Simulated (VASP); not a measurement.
# GaN (F-43m) in VASP: a series of runs

The runs below take GaN through single point, relaxation of cell and atoms, with PBE.

All numbers are computed with VASP 6.6.1; they aren't measurements. Logs are shortened: lines on timing, memory, paths and dates and some standing lists are left out, and cuts for length are marked.

## Step 1: The cell of the first run

It takes space group F-43m (No. 216, cubic). Conventional cell: a = 4.548 Å, b = 4.548 Å, c = 4.548 Å, α = 90.00°, β = 90.00°, γ = 90.00°. Ga (site symmetry -43m) has 4 N at 1.97 Å within 2.6 Å. Within 2.6 Å of N (site symmetry -43m) lie 4 Ga at 1.97 Å.

## Step 2: Single point, PBE

File INCAR:

```
PREC = Accurate
ENCUT = 520
EDIFF = 1E-6
ISMEAR = 0
SIGMA = 0.01
LREAL = Auto
LASPH = T
NELM = 100
ALGO = Normal
ISIF = 2
LWAVE = F
LCHARG = T
GGA = PE
LELF = T
LVHAR = T
NBANDS = 166
```

File KPOINTS:

```
Automatic mesh
0
Gamma
  2 2 2
  0.5 0.5 0.5
```

File POSCAR:

```
GaN
1.0
    4.5484769875      4.5484769875      4.5484769875
   -4.5484769875      4.5484769875     -4.5484769875
   -4.5484769875     -4.5484769875      4.5484769875
Ga N
16 16
Direct
    0.5000000000      0.7500000000      0.7500000000
    0.5000000000      0.5000000000      0.0000000000
    0.7500000000      0.5000000000      0.7500000000
    0.5000000000      0.2500000000      0.2500000000
    0.7500000000      0.2500000000      0.0000000000
    0.0000000000      0.2500000000      0.7500000000
    0.5000000000      0.0000000000      0.5000000000
    0.7500000000      0.0000000000      0.2500000000
    0.0000000000      0.0000000000      0.0000000000
    0.2500000000      0.0000000000      0.7500000000
    0.7500000000      0.7500000000      0.5000000000
    0.0000000000      0.7500000000      0.2500000000
    0.2500000000      0.7500000000      0.0000000000
    0.0000000000      0.5000000000      0.5000000000
    0.2500000000      0.5000000000      0.2500000000
    0.2500000000      0.2500000000      0.5000000000
    0.7500000000      0.0000000000      0.0000000000
    0.7500000000      0.7500000000      0.2500000000
    0.0000000000      0.7500000000      0.0000000000
    0.7500000000      0.5000000000      0.5000000000
    0.0000000000      0.5000000000      0.2500000000
    0.2500000000      0.5000000000      0.0000000000
    0.7500000000      0.2500000000      0.7500000000
    0.0000000000      0.2500000000      0.5000000000
    0.2500000000      0.2500000000      0.2500000000
    0.5000000000      0.2500000000      0.0000000000
    0.0000000000      0.0000000000      0.7500000000
    0.2500000000      0.0000000000      0.5000000000
    0.5000000000      0.0000000000      0.2500000000
    0.2500000000      0.7500000000      0.7500000000
    0.5000000000      0.7500000000      0.5000000000
    0.5000000000      0.5000000000      0.7500000000
```

Potentials or basis: VASP PAW PBE potentials, release 64 (Ga_d, N).

Launch:

```bash
$ cat potpaw_PBE.64/Ga_d/POTCAR potpaw_PBE.64/N/POTCAR > POTCAR
$ mpirun -np 1 vasp_std > vasp.out
```

OUTCAR:

```text
PREC = Accurate
   ENCUT = 520
   EDIFF = 1E-6
   ISMEAR = 0
   LREAL = Auto
   LASPH = T
   NELM = 100
   ISIF = 2
   GGA = PE

 ion  position               nearest neighbor table
   1  0.500  0.750  0.750-  17 1.97  30 1.97  31 1.97  32 1.97
   2  0.500  0.500  0.000-  18 1.97  22 1.97  26 1.97  32 1.97
   3  0.750  0.500  0.750-  19 1.97  20 1.97  23 1.97  32 1.97
   4  0.500  0.250  0.250-  20 1.97  25 1.97  26 1.97  29 1.97
   5  0.750  0.250  0.000-  17 1.97  21 1.97  23 1.97  26 1.97
   6  0.000  0.250  0.750-  22 1.97  23 1.97  24 1.97  27 1.97
[... 24 lines left out ...]
  31  0.500  0.750  0.500-   1 1.97   7 1.97  11 1.97  15 1.97
  32  0.500  0.500  0.750-   1 1.97   2 1.97   3 1.97  16 1.97

  LATTYP: Found a body centered cubic cell.
 ALAT       =     9.0969539750

  Lattice vectors:

 A1 = (   4.5484769875,   4.5484769875,   4.5484769875)
 A2 = (  -4.5484769875,   4.5484769875,  -4.5484769875)
 A3 = (  -4.5484769875,  -4.5484769875,   4.5484769875)

Analysis of symmetry for initial positions (statically):
=====================================================================
 Subroutine PRICEL returns following result:

  LATTYP: Found a face centered cubic cell.
 ALAT       =     4.5484769875

  Lattice vectors:

 A1 = (  -2.2742384937,   0.0000000000,  -2.2742384937)
 A2 = (   0.0000000000,  -2.2742384937,  -2.2742384937)
 A3 = (  -2.2742384937,  -2.2742384937,   0.0000000000)

  16 primitive cells build up your supercell.

 Routine SETGRP: Setting up the symmetry group for a
 body centered cubic supercell.

 Subroutine GETGRP returns: Found 24 space group operations
 (whereof 24 operations were pure point group operations)
 out of a pool of 48 trial point group operations.

The static configuration has the point symmetry T_d .

Analysis of symmetry for dynamics (positions and initial velocities):
=====================================================================
 Subroutine PRICEL returns following result:

  LATTYP: Found a face centered cubic cell.
 ALAT       =     4.5484769875

  Lattice vectors:

 A1 = (  -2.2742384937,   0.0000000000,  -2.2742384937)
 A2 = (   0.0000000000,  -2.2742384937,  -2.2742384937)
 A3 = (  -2.2742384937,  -2.2742384937,   0.0000000000)

  16 primitive cells build up your supercell.

 Routine SETGRP: Setting up the symmetry group for a
 body centered cubic supercell.

 Subroutine GETGRP returns: Found 24 space group operations
 (whereof 24 operations were pure point group operations)
 out of a pool of 48 trial point group operations.

The dynamic configuration has the point symmetry T_d .

 Subroutine INISYM returns: Found 24 space group operations
 (whereof 24 operations are pure point group operations),
 and found    16 'primitive' translations

----------------------------------------------------------------------------------------

                                     Primitive cell

  volume of cell :      23.5255

  direct lattice vectors                    reciprocal lattice vectors
    -2.274238494  0.000000000 -2.274238494    -0.219853811  0.219853811 -0.219853811
     0.000000000 -2.274238494 -2.274238494     0.219853811 -0.219853811 -0.219853811
    -2.274238494 -2.274238494  0.000000000    -0.219853811 -0.219853811  0.219853811

  length of vectors
     3.216258922  3.216258922  3.216258922     0.380797971  0.380797971  0.380797971

  position of ions in fractional coordinates (direct lattice)
     0.000000000  0.000000000  0.000000000
     0.250000000  0.250000000  0.250000000

  ion indices of the primitive-cell ions
   primitive index   ion index
                 1           1
                 2          30

----------------------------------------------------------------------------------------

 KPOINTS: Automatic mesh

Automatic generation of k-mesh.
 Grid dimensions read from file:
 generate k-points for:    2    2    2

 Generating k-lattice:

  Cartesian coordinates                     Fractional coordinates (reciprocal lattice)
     0.000000000  0.054963453  0.054963453     0.500000000  0.000000000  0.000000000
    -0.054963453  0.054963453  0.000000000     0.000000000  0.500000000  0.000000000
    -0.054963453  0.000000000  0.054963453     0.000000000  0.000000000  0.500000000

  Length of vectors
     0.077730060  0.077730060  0.077730060

  Shift w.r.t. Gamma in fractional coordinates (k-lattice)
     0.500000000  0.500000000  0.500000000

 Subroutine IBZKPT returns following result:
 ===========================================

 Found      2 irreducible k-points:

 Following reciprocal coordinates:
            Coordinates               Weight
  0.250000  0.250000  0.250000      2.000000
 -0.250000  0.250000  0.250000      6.000000
   k-points           NKPTS =      2   k-points in BZ     NKDIM =      2   number of bands    NBANDS=    166
   number of dos      NEDOS =    301   number of ions     NIONS =     32
   total plane-waves  NPLWV = 216000
   dimension x,y,z NGX =    60 NGY =   60 NGZ =   60
   dimension x,y,z NGXF=   120 NGYF=  120 NGZF=  120
   ions per type =              16  16
   NGX,Y,Z   is equivalent  to a cutoff of  12.66, 12.66, 12.66 a.u.
   NGXF,Y,Z  is equivalent  to a cutoff of  25.32, 25.32, 25.32 a.u.
 SYSTEM =  unknown system
   PREC   = accura    normal or accurate (medium, high low for compatibility)
   ISTART =      0    job   : 0-new  1-cont  2-samecut
   ICHARG =      2    charge: 1-file 2-atom 10-const
   ISPIN  =      1    spin polarized calculation?
   LNONCOLLINEAR =      F non collinear calculations
   LSORBIT =      F    spin-orbit coupling
   LASPH  =      T    aspherical Exc in radial PAW
   ENCUT  =  520.0 eV  38.22 Ry    6.18 a.u.  14.65 14.65 14.65*2*pi/ulx,y,z
   NELM   =    100;   NELMIN=  2; NELMDL= -5     # of ELM steps
   EDIFF  = 0.1E-05   stopping-criterion for ELM
   LREAL  =      T    real-space projection
   EDIFFG = 0.1E-04   stopping-criterion for IOM
   NSW    =      0    number of steps for IOM
   IBRION =     -1    ionic relax: 0-MD 1-quasi-New 2-CG
   NFREE  =      0    steps in history (QN), initial steepest desc. (CG)
   ISIF   =      2    stress and relaxation
   ISYM   =      2    0-nonsym 1-usesym 2-fastsym
   POTIM  = 0.5000    time-step for ionic-motion
   TEBEG  =    0.0;   TEEND  =   0.0 temperature during run
   PSTRESS=    0.0 pullay stress
   NELECT =     288.0000    total number of electrons
   NUPDOWN=      -1.0000    fix difference up-down
   EMIN   =  10.00;   EMAX   =-10.00  energy-range for DOS
   EFERMI =   0.00;   METHOD = LEGACY
   ISMEAR =     0;   SIGMA  =   0.01  broadening in eV -4-tet -1-fermi 0-gaus
   EFERMI_NEDOS =   21; number of points for ismear=-14 and -15
   IALGO  =     38    algorithm
   IMIX   =      4    mixing-type and parameters
     AMIX     =   0.40;   BMIX     =  1.00
     AMIX_MAG =   1.60;   BMIX_MAG =  1.00
  volume/ion in A,a.u.               =      11.76        79.38
  Fermi-wavevector in a.u.,A,eV,Ry     =   1.497337  2.829557 30.504523  2.242019
  Thomas-Fermi vector in A             =   2.609238
   LORBIT       =      0    0 simple, 1 ext, 2 COOP (PROOUT), +10 PAW based schemes
   GGA     = PE    functional components
   LHFCALC =     F    Hartree Fock is set to
   AEXX    =    0.0000 exact exchange contribution
   IVDW    =     0    specifies the selected vdW correction
   LEPSILON=     F    determine dielectric tensor
   LRPA    =     F    only Hartree local field effects (RPA)
 non-spin polarized calculation
 Gauss-broadening in eV      SIGMA  =   0.01
  energy-cutoff  :      520.00
  volume of cell :      376.41
 maximum number of plane-waves:     10168
 NGX is ok and might be reduce to    60

 number of electron     288.0000331 magnetization

 Free energy of the ion-electron system (eV)
  ---------------------------------------------------
  ext. energy  EPLUGINS =         0.00000000
  ---------------------------------------------------
  free energy    TOTEN  =      -194.49798418 eV

  energy without entropy =     -194.49798418  energy(sigma->0) =     -194.49798418

 E-fermi :   4.6090     XC(G=0): -11.5209

 val. band max:        4.5260649805   @ k =  -0.2500   0.2500   0.2500
 cond. band min:       8.0780341143   @ k =  -0.2500   0.2500   0.2500
 fundamental gap:      3.5519691337
 Fermi energy:         4.6089616074

 k-point     1 :       0.2500    0.2500    0.2500
  band No.  band energies     occupation
      1     -10.2153      2.00000
      2     -10.2153      2.00000
      3     -10.2153      2.00000
      4     -10.2153      2.00000
      5      -9.8077      2.00000
      6      -9.8077      2.00000
[... 148 lines left out ...]
    155      10.2927      0.00000
    156      10.2927      0.00000

 k-point     2 :      -0.2500    0.2500    0.2500
  band No.  band energies     occupation
      1     -10.5077      2.00000
      2     -10.0088      2.00000
      3     -10.0088      2.00000
      4     -10.0088      2.00000
      5     -10.0088      2.00000
      6      -9.8892      2.00000
[... 148 lines left out ...]
    155      10.2809      0.00000
    156      10.2809      0.00000
 [bands above 156 left out]

------------------------ aborting loop because EDIFF is reached ----------------------------------------

  FORCE on cell =-STRESS in cart. coord.  units (eV):
  Direction    XX          YY          ZZ          XY          YZ          ZX
  --------------------------------------------------------------------------------------
  -------------------------------------------------------------------------------------
  Total        0.0653149      0.0653149      0.0653149     -0.0000000     -0.0000000      0.0000000
  in kB        0.2780130      0.2780130      0.2780130     -0.0000000     -0.0000000      0.0000000
  external PRESSURE =       0.2780130 kB  Pullay stress =       0.0000000 kB

 VOLUME and BASIS-vectors are now :
 -----------------------------------------------------------------------------
  energy-cutoff  :      520.00
  volume of cell :      376.41
      direct lattice vectors                 reciprocal lattice vectors
     4.548476987  4.548476987  4.548476987     0.000000000  0.109926906  0.109926906
    -4.548476987  4.548476987 -4.548476987    -0.109926906  0.109926906  0.000000000
    -4.548476987 -4.548476987  4.548476987    -0.109926906  0.000000000  0.109926906

 POSITION                                       TOTAL-FORCE (eV/Angst)
 -----------------------------------------------------------------------------------
     -4.54848      2.27424      2.27424         0.000000      0.000000      0.000000
      0.00000      4.54848      0.00000         0.000000      0.000000     -0.000000
     -2.27424      2.27424      4.54848        -0.000000      0.000000     -0.000000
      0.00000      2.27424      2.27424         0.000000      0.000000      0.000000
      2.27424      4.54848      2.27424        -0.000000     -0.000000     -0.000000
     -4.54848     -2.27424      2.27424         0.000000     -0.000000     -0.000000
[... 24 lines left out ...]
     -3.41136      3.41136      1.13712        -0.000000      0.000000      0.000000
     -3.41136      1.13712      3.41136         0.000000      0.000000     -0.000000
 -----------------------------------------------------------------------------------
    total drift:                                0.000023     -0.000023     -0.000023

  FREE ENERGIE OF THE ION-ELECTRON SYSTEM (eV)
  ---------------------------------------------------
  free  energy   TOTEN  =      -194.4979841788 eV

  energy  without entropy=     -194.4979841788  energy(sigma->0) =     -194.49798418
```

Wall time 3.3 min (1 thread of Intel Xeon 6975P-C (Granite Rapids), shared host); peak memory 0.5 GiB.

What came out:

- Free energy: -194.4980 eV
- Pressure: 0.0 GPa
- Band gap on the k mesh: 3.55 eV

A k mesh can miss the band edges. As with any semilocal functional, this PBE gap is likely too small.

## Step 3: Single point, PBE

This run uses another cell than the first one: it holds 2 atoms, not 32.

File INCAR:

```
SYSTEM = GaN
  ALGO = Normal
  EDIFF = 1E-6
  ENCUT = 520
  GGA = PE
  ISIF = 2
  ISMEAR = 0
  LASPH = .True.
  LCHARG = .False.
  LREAL = .False.
  LWAVE = .False.
  NBANDS = 16
  NELM = 100
  PREC = Accurate
  SIGMA = 0.01
```

File KPOINTS:

```
k-points
0
Gamma
  10 10 10
  0 0 0
```

File POSCAR:

```
GaN
1.0
    0.0000000000      2.2157366035      2.2157366035
    2.2157366035      0.0000000000      2.2157366035
    2.2157366035      2.2157366035      0.0000000000
Ga N
1 1
Direct
    0.0000000000      0.0000000000      0.0000000000
    0.7500000000      0.7500000000      0.7500000000
```

Potentials or basis: VASP PAW PBE potentials, release 64 (Ga_d, N).

Launch:

```bash
$ cat potpaw_PBE.64/Ga_d/POTCAR potpaw_PBE.64/N/POTCAR > POTCAR
$ mpirun -np 1 vasp_std > vasp.out
```

Wall time 5.8 s (1 thread of Intel Xeon 6975P-C (Granite Rapids), shared host); peak memory 0.14 GiB.

It converged, with:

```
Free energy            : -12.0700 eV
Pressure               : 16.0 GPa
Band gap on the k mesh : 2.05 eV, direct
```

Levels at points of the mesh, in eV from the valence-band top:
| k point | band 7 | band 8 | band 9 | band 10 | band 11 | band 12 |
| --- | --- | --- | --- | --- | --- | --- |
| (0.00, 0.00, 0.00) | 0.00 | 0.00 | 0.00 | 2.05 | 10.62 | 10.62 |
| (0.50, 0.00, 0.00) | -7.38 | -1.03 | -1.03 | 4.99 | 8.98 | 10.63 |
| (0.50, 0.50, 0.00) | -6.34 | -2.88 | -2.88 | 3.36 | 6.96 | 12.08 |

A hybrid or GW would open this gap; PBE tends to underestimate it.

(Part 1 of 2 ends here.)
